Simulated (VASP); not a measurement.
# SiO2 (P4_2/mnm) in VASP: notebook

Runs on SiO2. Level: LDA. Tasks: single point, relaxation of cell and atoms.

All numbers are computed with VASP 6.6.1; they aren't measurements. Logs are shortened: lines on timing, memory, paths and dates and some standing lists are left out, and cuts for length are marked.

**1. The cell of the first run**

It takes space group P4_2/mnm (No. 136, tetragonal). Conventional cell: a = 4.155 Å, b = 4.155 Å, c = 2.661 Å, α = 90.00°, β = 90.00°, γ = 90.00°. Si (site symmetry mmm) has 6 O at 1.75 to 1.80 Å within 2.3 Å. O (site symmetry m2m) has 3 Si at 1.75 to 1.80 Å and 1 O at 2.28 Å within 2.3 Å.

**2. Single point, LDA**

The input, INCAR:

```
PREC = Accurate ; ENCUT = 520
EDIFF = 1E-6 ; ISMEAR = 0
SIGMA = 0.02 ; LREAL = F
LASPH = T ; NELM = 100
ALGO = Normal ; ISIF = 2
LWAVE = F ; LCHARG = F
GGA = CA ; NBANDS = 25
```

The input, KPOINTS:

```
regular mesh
0
Gamma
  6 6 8
```

The input, POSCAR:

```
SiO2
1.0
    4.1549550397      0.0000000000      0.0000000000
    0.0000000000      4.1549550397      0.0000000000
    0.0000000000      0.0000000000      2.6613631957
Si O
2 4
Direct
    0.0000000000      0.0000000000      0.0000000000
    0.5000000000      0.5000000000      0.5000000000
    0.3055700494      0.3055700494      0.0000000000
    0.1944299506      0.8055700494      0.5000000000
    0.6944299506      0.6944299506      0.0000000000
    0.8055700494      0.1944299506      0.5000000000
```

Potentials or basis: VASP PAW LDA potentials, release 64 (Si, O).

Run with:

```
$ cat potpaw_LDA.64/Si/POTCAR potpaw_LDA.64/O/POTCAR > POTCAR
$ mpirun -np 1 vasp_std > vasp.out
```

OUTCAR:

```text
PREC = Accurate
   ENCUT = 520
   EDIFF = 1E-6
   ISMEAR = 0
   LREAL = F
   LASPH = T
   NELM = 100
   ISIF = 2
   GGA = CA

 ion  position               nearest neighbor table
   1  0.000  0.000  0.000-   4 1.75   6 1.75   4 1.75   6 1.75   5 1.80   3 1.80
   2  0.500  0.500  0.500-   3 1.75   5 1.75   3 1.75   5 1.75   4 1.80   6 1.80
   3  0.306  0.306  0.000-   2 1.75   2 1.75   1 1.80
   4  0.194  0.806  0.500-   1 1.75   1 1.75   2 1.80
   5  0.694  0.694  0.000-   2 1.75   2 1.75   1 1.80
   6  0.806  0.194  0.500-   1 1.75   1 1.75   2 1.80

  LATTYP: Found a simple tetragonal cell.
 ALAT       =     4.1549550397
 C/A-ratio  =     0.6405275557

  Lattice vectors:

 A1 = (   4.1549550397,   0.0000000000,   0.0000000000)
 A2 = (   0.0000000000,   4.1549550397,   0.0000000000)
 A3 = (   0.0000000000,   0.0000000000,   2.6613631957)

Analysis of symmetry for initial positions (statically):
=====================================================================
 Subroutine PRICEL returns:
 Original cell was already a primitive cell.

 Routine SETGRP: Setting up the symmetry group for a
 simple tetragonal supercell.

 Subroutine GETGRP returns: Found 16 space group operations
 (whereof  8 operations were pure point group operations)
 out of a pool of 16 trial point group operations.

The static configuration has the point symmetry D_2h.
 The point group associated with its full space group is D_4h.

Analysis of symmetry for dynamics (positions and initial velocities):
=====================================================================
 Subroutine PRICEL returns:
 Original cell was already a primitive cell.

 Routine SETGRP: Setting up the symmetry group for a
 simple tetragonal supercell.

 Subroutine GETGRP returns: Found 16 space group operations
 (whereof  8 operations were pure point group operations)
 out of a pool of 16 trial point group operations.

The dynamic configuration has the point symmetry D_2h.
 The point group associated with its full space group is D_4h.

 Subroutine INISYM returns: Found 16 space group operations
 (whereof  8 operations are pure point group operations),
 and found     1 'primitive' translations

----------------------------------------------------------------------------------------

                                     Primitive cell

  volume of cell :      45.9448

  direct lattice vectors                    reciprocal lattice vectors
     4.154955040  0.000000000  0.000000000     0.240676491  0.000000000  0.000000000
     0.000000000  4.154955040  0.000000000     0.000000000  0.240676491  0.000000000
     0.000000000  0.000000000  2.661363196     0.000000000  0.000000000  0.375747287

  length of vectors
     4.154955040  4.154955040  2.661363196     0.240676491  0.240676491  0.375747287

  position of ions in fractional coordinates (direct lattice)
     0.000000000  0.000000000  0.000000000
     0.500000000  0.500000000  0.500000000
     0.305570049  0.305570049  0.000000000
     0.194429951  0.805570049  0.500000000
     0.694429951  0.694429951  0.000000000
     0.805570049  0.194429951  0.500000000

  ion indices of the primitive-cell ions
   primitive index   ion index
                 1           1
                 2           2
                 3           3
                 4           4
                 5           5
                 6           6

----------------------------------------------------------------------------------------

 KPOINTS: regular mesh

Automatic generation of k-mesh.
 Grid dimensions read from file:
 generate k-points for:    6    6    8

 Generating k-lattice:

  Cartesian coordinates                     Fractional coordinates (reciprocal lattice)
     0.040112749  0.000000000  0.000000000     0.166666667  0.000000000  0.000000000
     0.000000000  0.040112749  0.000000000     0.000000000  0.166666667  0.000000000
     0.000000000  0.000000000  0.046968411     0.000000000  0.000000000  0.125000000

  Length of vectors
     0.040112749  0.040112749  0.046968411

  Shift w.r.t. Gamma in fractional coordinates (k-lattice)
     0.000000000  0.000000000  0.000000000

 Subroutine IBZKPT returns following result:
 ===========================================

 Found     50 irreducible k-points:

 Following reciprocal coordinates:
            Coordinates               Weight
  0.000000  0.000000  0.000000      1.000000
  0.166667  0.000000  0.000000      4.000000
  0.333333  0.000000  0.000000      4.000000
  0.500000  0.000000  0.000000      2.000000
  0.166667  0.166667  0.000000      4.000000
  0.333333  0.166667  0.000000      8.000000
[... 16 lines left out ...]
  0.333333  0.000000  0.250000      8.000000
  0.500000  0.000000  0.250000      4.000000
 [... further k-points ...]
   k-points           NKPTS =     50   k-points in BZ     NKDIM =     50   number of bands    NBANDS=     25
   number of dos      NEDOS =    301   number of ions     NIONS =      6
   total plane-waves  NPLWV =  20480
   dimension x,y,z NGX =    32 NGY =   32 NGZ =   20
   dimension x,y,z NGXF=    64 NGYF=   64 NGZF=   40
   ions per type =               2   4
   NGX,Y,Z   is equivalent  to a cutoff of  12.80, 12.80, 12.49 a.u.
   NGXF,Y,Z  is equivalent  to a cutoff of  25.61, 25.61, 24.99 a.u.
 SYSTEM =  unknown system
   PREC   = accura    normal or accurate (medium, high low for compatibility)
   ISTART =      0    job   : 0-new  1-cont  2-samecut
   ICHARG =      2    charge: 1-file 2-atom 10-const
   ISPIN  =      1    spin polarized calculation?
   LNONCOLLINEAR =      F non collinear calculations
   LSORBIT =      F    spin-orbit coupling
   LASPH  =      T    aspherical Exc in radial PAW
   ENCUT  =  520.0 eV  38.22 Ry    6.18 a.u.   7.73  7.73  4.95*2*pi/ulx,y,z
   NELM   =    100;   NELMIN=  2; NELMDL= -5     # of ELM steps
   EDIFF  = 0.1E-05   stopping-criterion for ELM
   LREAL  =      F    real-space projection
   EDIFFG = 0.1E-04   stopping-criterion for IOM
   NSW    =      0    number of steps for IOM
   IBRION =     -1    ionic relax: 0-MD 1-quasi-New 2-CG
   NFREE  =      0    steps in history (QN), initial steepest desc. (CG)
   ISIF   =      2    stress and relaxation
   ISYM   =      2    0-nonsym 1-usesym 2-fastsym
   POTIM  = 0.5000    time-step for ionic-motion
   TEBEG  =    0.0;   TEEND  =   0.0 temperature during run
   PSTRESS=    0.0 pullay stress
   NELECT =      32.0000    total number of electrons
   NUPDOWN=      -1.0000    fix difference up-down
   EMIN   =  10.00;   EMAX   =-10.00  energy-range for DOS
   EFERMI =   0.00;   METHOD = LEGACY
   ISMEAR =     0;   SIGMA  =   0.02  broadening in eV -4-tet -1-fermi 0-gaus
   EFERMI_NEDOS =   21; number of points for ismear=-14 and -15
   IALGO  =     38    algorithm
   IMIX   =      4    mixing-type and parameters
     AMIX     =   0.40;   BMIX     =  1.00
     AMIX_MAG =   1.60;   BMIX_MAG =  1.00
  volume/ion in A,a.u.               =       7.66        51.68
  Fermi-wavevector in a.u.,A,eV,Ry     =   1.451151  2.742277 28.651676  2.105839
  Thomas-Fermi vector in A             =   2.568681
   LORBIT       =      0    0 simple, 1 ext, 2 COOP (PROOUT), +10 PAW based schemes
   GGA     = CA    functional components
   LHFCALC =     F    Hartree Fock is set to
   AEXX    =    0.0000 exact exchange contribution
   IVDW    =     0    specifies the selected vdW correction
   LEPSILON=     F    determine dielectric tensor
   LRPA    =     F    only Hartree local field effects (RPA)
 non-spin polarized calculation
 Gauss-broadening in eV      SIGMA  =   0.02
  energy-cutoff  :      520.00
  volume of cell :       45.94
 maximum number of plane-waves:      1266
 NGX is ok and might be reduce to    32
   NGX = 15   NGY = 15   NGZ =  9

 number of electron      31.9999969 magnetization

 Free energy of the ion-electron system (eV)
  ---------------------------------------------------
  ext. energy  EPLUGINS =         0.00000000
  ---------------------------------------------------
  free energy    TOTEN  =       -51.96951771 eV

  energy without entropy =      -51.96951771  energy(sigma->0) =      -51.96951771

 E-fermi :   8.4834     XC(G=0): -12.8030

 val. band max:        8.2981385042   @ k =   0.0000   0.0000   0.0000
 cond. band min:      14.1161231937   @ k =   0.0000   0.0000   0.0000
 fundamental gap:      5.8179846895
 Fermi energy:         8.4833886404

 k-point     1 :       0.0000    0.0000    0.0000
  band No.  band energies     occupation
      1     -14.2639      2.00000
      2     -10.4442      2.00000
      3     -10.4442      2.00000
      4     -10.1772      2.00000
      5      -2.7302      2.00000
      6       1.7005      2.00000
[... 17 lines left out ...]
     24      22.5663      0.00000
     25      23.9307      0.00000

 k-point     2 :       0.1667    0.0000    0.0000
  band No.  band energies     occupation
      1     -14.1129      2.00000
      2     -11.1477      2.00000
      3     -10.3653      2.00000
      4      -9.7994      2.00000
      5      -2.5424      2.00000
      6       0.9491      2.00000
[... 17 lines left out ...]
     24      21.9532      0.00000
     25      23.7294      0.00000

 k-point     3 :       0.3333    0.0000    0.0000
  band No.  band energies     occupation
      1     -13.6706      2.00000
      2     -12.0896      2.00000
      3     -10.1526      2.00000
      4      -9.7055      2.00000
      5      -2.0179      2.00000
      6      -0.1888      2.00000
[... 17 lines left out ...]
     24      22.0576      0.00000
     25      23.2283      0.00000

 k-point     4 :       0.5000    0.0000    0.0000
  band No.  band energies     occupation
      1     -12.9725      2.00000
      2     -12.9725      2.00000
      3      -9.8848      2.00000
      4      -9.8848      2.00000
      5      -1.2156      2.00000
      6      -1.2156      2.00000
[... 17 lines left out ...]
     24      21.6251      0.00000
     25      23.0994      0.00000

 k-point     5 :       0.1667    0.1667    0.0000
  band No.  band energies     occupation
      1     -13.9655      2.00000
      2     -11.3417      2.00000
      3     -10.5534      2.00000
      4      -9.6951      2.00000
      5      -2.3205      2.00000
      6       0.8758      2.00000
[... 17 lines left out ...]
     24      21.7563      0.00000
     25      23.6587      0.00000

 k-point     6 :       0.3333    0.1667    0.0000
  band No.  band energies     occupation
      1     -13.5360      2.00000
      2     -12.0528      2.00000
      3     -10.4320      2.00000
      4      -9.7924      2.00000
      5      -1.7286      2.00000
      6       0.0678      2.00000
[... 17 lines left out ...]
     24      21.8519      0.00000
     25      23.1842      0.00000
[... 393 lines left out ...]
 k-point    21 :       0.0000    0.0000    0.2500
  band No.  band energies     occupation
      1     -13.4339      2.00000
      2     -10.2029      2.00000
      3     -10.0452      2.00000
      4     -10.0452      2.00000
      5      -2.5068      2.00000
      6       1.3260      2.00000
[... 17 lines left out ...]
     24      22.2225      0.00000
     25      22.2314      0.00000

 k-point    22 :       0.1667    0.0000    0.2500
  band No.  band energies     occupation
      1     -13.2954      2.00000
      2     -10.7420      2.00000
      3      -9.9966      2.00000
      4      -9.7686      2.00000
      5      -2.2256      2.00000
      6       0.8205      2.00000
[... 17 lines left out ...]
     24      21.8418      0.00000
     25      22.2094      0.00000

 k-point    23 :       0.3333    0.0000    0.2500
  band No.  band energies     occupation
      1     -12.8930      2.00000
      2     -11.5078      2.00000
      3      -9.8729      2.00000
      4      -9.6697      2.00000
      5      -1.5014      2.00000
      6       0.2614      2.00000
[... 17 lines left out ...]
     24      20.9918      0.00000
     25      21.8723      0.00000

 k-point    24 :       0.5000    0.0000    0.2500
  band No.  band energies     occupation
      1     -12.2696      2.00000
      2     -12.2696      2.00000
      3      -9.7350      2.00000
      4      -9.7350      2.00000
      5      -0.5886      2.00000
      6      -0.5886      2.00000
[... 17 lines left out ...]
     24      20.9831      0.00000
     25      21.8004      0.00000

 [... further k-points ...]

------------------------ aborting loop because EDIFF is reached ----------------------------------------

  FORCE on cell =-STRESS in cart. coord.  units (eV):
  Direction    XX          YY          ZZ          XY          YZ          ZX
  --------------------------------------------------------------------------------------
  -------------------------------------------------------------------------------------
  Total        0.2203826      0.2203826      0.4952244      0.0000000      0.0000000      0.0000000
  in kB        7.6851289      7.6851289     17.2693440      0.0000000      0.0000000      0.0000000
  external PRESSURE =      10.8798673 kB  Pullay stress =       0.0000000 kB

 VOLUME and BASIS-vectors are now :
 -----------------------------------------------------------------------------
  energy-cutoff  :      520.00
  volume of cell :       45.94
      direct lattice vectors                 reciprocal lattice vectors
     4.154955040  0.000000000  0.000000000     0.240676491  0.000000000  0.000000000
     0.000000000  4.154955040  0.000000000     0.000000000  0.240676491  0.000000000
     0.000000000  0.000000000  2.661363196     0.000000000  0.000000000  0.375747287

 POSITION                                       TOTAL-FORCE (eV/Angst)
 -----------------------------------------------------------------------------------
      0.00000      0.00000      0.00000         0.000000      0.000000      0.000000
      2.07748      2.07748      1.33068         0.000000      0.000000      0.000000
      1.26963      1.26963      0.00000        -0.023948     -0.023948      0.000000
      0.80785      3.34711      1.33068         0.023948     -0.023948      0.000000
      2.88533      2.88533      0.00000         0.023948      0.023948      0.000000
      3.34711      0.80785      1.33068        -0.023948      0.023948      0.000000
 -----------------------------------------------------------------------------------
    total drift:                                0.000000     -0.000000      0.000000

  FREE ENERGIE OF THE ION-ELECTRON SYSTEM (eV)
  ---------------------------------------------------
  free  energy   TOTEN  =       -51.9695177123 eV

  energy  without entropy=      -51.9695177123  energy(sigma->0) =      -51.96951771
```

Run time: 23 s. Hardware: 1 thread of AMD EPYC 9R14 (Zen 4), shared host; peak memory 0.13 GiB.

Results:

```yaml
Free_energy: -51.9695 eV
Pressure: 1.1 GPa
Largest_force: 0.034 eV/Å
Band_gap_on_the_k_mesh: 5.82 eV
```

Forces in eV/Å, atoms in the order of the input:
```
Si   0.000  0.000  0.000
Si   0.000  0.000  0.000
O   -0.024 -0.024  0.000
O    0.024 -0.024  0.000
O    0.024  0.024  0.000
O   -0.024  0.024  0.000
```

Levels at points of the mesh, in eV from the valence-band top:
```
           k point  band 14  band 15  band 16  band 17  band 18  band 19
(0.00, 0.00, 0.00)    -0.91    -0.91     0.00     5.82     6.43     8.37
(0.50, 0.00, 0.00)    -2.76    -1.09    -1.09     7.75     7.75     8.92
(0.50, 0.50, 0.00)    -2.77    -2.36    -2.36     7.40     7.40     9.94
(0.00, 0.00, 0.50)    -3.25    -2.77    -2.77     9.06     9.06    12.50
(0.50, 0.00, 0.50)    -2.35    -1.83    -1.83     8.71     8.71     9.87
(0.50, 0.50, 0.50)    -1.80    -1.61    -1.61     7.17     7.17    10.87
```

**3. Relaxation of cell and atoms, LDA**

This run uses another cell than the first one, of 7.79 Å³/atom.

The input, INCAR:

```
ALGO = Normal ; EDIFF = 1E-6
EDIFFG = -0.002 ; ENCUT = 600
GGA = CA ; IBRION = 2
ISIF = 3 ; ISMEAR = 0
LASPH = T ; LCHARG = F
LREAL = F ; LWAVE = F
NELM = 100 ; NSW = 100
PREC = Accurate ; SIGMA = 0.02
```

The input, KPOINTS:

```
k-points
0
Gamma
  6 6 8
```

The input, POSCAR:

```
SiO2
1.0
    4.1865000000      0.0000000000      0.0000000000
    0.0000000000      4.1865000000      0.0000000000
    0.0000000000      0.0000000000      2.6684000000
Si O
2 4
Direct
    0.0000000000      0.0000000000      0.0000000000
    0.5000000000      0.5000000000      0.5000000000
    0.3059000000      0.3059000000      0.0000000000
    0.1941000000      0.8059000000      0.5000000000
    0.6941000000      0.6941000000      0.0000000000
    0.8059000000      0.1941000000      0.5000000000
```

Potentials or basis: VASP PAW LDA potentials, release 64 (Si, O).

Run with:

```
$ cat potpaw_LDA.64/Si/POTCAR potpaw_LDA.64/O/POTCAR > POTCAR
$ mpirun -np 1 vasp_std > vasp.out
```

It took 97 s on 1 thread of AMD EPYC 9R14 (Zen 4), shared host; peak memory 0.15 GiB.

It converged, with:

| Property | Result |
| --- | --- |
| Free energy | -51.9903 eV |
| Relaxed volume | 7.67 Å³/atom |
| Relaxed cell | a = 4.154 Å, b = 4.154 Å, c = 2.666 Å, α = 90.00°, β = 90.00°, γ = 90.00° |
| Space group after relaxing (to 0.1 Å) | P4_2/mnm (No. 136) |
| Energy gained by relaxing | 2.1 meV/atom |
| Ionic steps | 7 |
| Pressure after relaxing | 0.0 GPa |
| Band gap on the k mesh | 5.78 eV |

The path:
```
step  energy change (eV)  largest force (eV/Å)  pressure (GPa)  volume (Å³)
   1              0.0000                0.0465           -4.76        46.77
   2              0.0069                0.2868            6.64        45.22
   3             -0.0109                0.0964            0.08        46.08
   4             -0.0125                0.0046            0.04        46.00
   5             -0.0125                0.0132            0.05        46.00
   6             -0.0125                0.0057           -0.03        46.01
   7             -0.0125                0.0002           -0.01        46.01
```

Final structure:
```
Si O
1.0
     4.15415    0.00000    0.00000
     0.00000    4.15415    0.00000
     0.00000    0.00000    2.66596
Si O
2 4
Direct
  0.00000 0.00000 0.00000
  0.50000 0.50000 0.50000
  0.30539 0.30539 0.00000
  0.19461 0.80539 0.50000
  0.69461 0.69461 0.00000
  0.80539 0.19461 0.50000
```

Levels at points of the mesh, in eV from the valence-band top:
```tsv
k point	band 12	band 13	band 14	band 15	band 16	band 17	band 18	band 19	band 20
(0.00, 0.00, 0.00)	-3.24	-2.56	-0.91	-0.91	0.00	5.78	6.41	8.32	8.32
(0.50, 0.00, 0.00)	-4.02	-2.77	-2.77	-1.09	-1.09	7.71	7.71	8.89	8.89
(0.50, 0.50, 0.00)	-3.38	-2.78	-2.78	-2.35	-2.35	7.37	7.37	9.91	9.91
(0.00, 0.00, 0.50)	-4.77	-3.25	-3.25	-2.76	-2.76	9.05	9.05	12.48	12.48
(0.50, 0.00, 0.50)	-4.14	-2.35	-2.35	-1.83	-1.83	8.69	8.69	9.87	9.87
(0.50, 0.50, 0.50)	-4.59	-1.79	-1.79	-1.60	-1.60	7.15	7.15	10.88	10.88
```

A k mesh can miss the band edges. Zero-point motion and thermal expansion aren't in these numbers.
